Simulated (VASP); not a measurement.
A run of VASP 6.6.1:

INCAR

```
PREC = Accurate
ENCUT = 520
EDIFF = 1E-6
ISMEAR = 0
SIGMA = 0.15
LREAL = False
LASPH = True
NELM = 100
ALGO = Fast
ISIF = 2
LWAVE = False
LCHARG = False
GGA = PS
NBANDS = 14
```

KPOINTS

```
regular mesh
0
Gamma
  24 24 14
```

POSCAR

```
TiAl
1.0
    2.8478212847      0.0000000000      0.0000000000
   -1.4239106423      2.4662855780      0.0000000000
    0.0000000000      0.0000000000      4.6199447394
Ti Al
1 1
Direct
    0.0000000000      0.0000000000     -0.0152511900
    0.3333333333      0.6666666667      0.5270566007
```

Potentials or basis: VASP PAW PBE potentials, release 64 (Ti_sv, Al).

The run is started by

```console
$ cat potpaw_PBE.64/Ti_sv/POTCAR potpaw_PBE.64/Al/POTCAR > POTCAR
$ mpirun -np 1 vasp_std > vasp.out
```

Hardware: 1 thread of Intel(R) Xeon(R) 6975P-C (Granite Rapids), on a shared host.

Estimate the wall time of this run.

Run time: 5 min on 1 thread of Intel(R) Xeon(R) 6975P-C (Granite Rapids) (shared host), peak memory 0.46 GiB. Counts: scf iterations 28, k points 776.
